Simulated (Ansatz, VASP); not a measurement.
O: VASP beside Ansatz

```xyz
4
Lattice="2.5695 0.0000 0.0000 -1.2848 2.2253 0.0000 0.0000 0.0000 6.5968" Properties=species:S:1:pos:R:3 pbc="T T T"
O     0.0000    1.4835    1.0621
O     1.2848    0.7418    4.3605
O     0.0000    1.4835    2.2363
O     1.2848    0.7418    5.5348
```

Change from the starting cell: volume scaled by 1.01, crystal datasets.

Alike in both runs: task electric field gradients; functional PBEsol; k mesh 13 × 13 × 5; occupations fermi-dirac, width 0.03 eV; no spin polarisation.

|  | VASP | Ansatz |
| --- | --- | --- |
| version | VASP 6.6.1 | Ansatz 0.2.0 |
| potentials or method | VASP PAW PBE potentials, release 64 (O), cutoff 520 eV | all-electron PAW with datasets made for the crystal, scalar-relativistic |

```csv
,VASP,Ansatz,Ansatz less VASP
pressure (GPa),15.0,9.6,-5.39
"traceless stress, the component that is largest in VASP (GPa)",41.74,29.96,-11.781
rms of the force components (eV/Å),2.434,1.397,-1.0364
size of Vzz on the site where it differs most (V/Å²),112.0,105.4,-6.63
```

VASP's potentials were made for PBE, not for PBEsol. Atom by atom the forces differ by 1.036 eV/Å (rms over components). Ansatz ran all-electron here, and VASP with PAW potentials.

Noted on VASP's run: the standard files for N, O and F lose accuracy on very short bonds; spin is off for a triplet molecule.
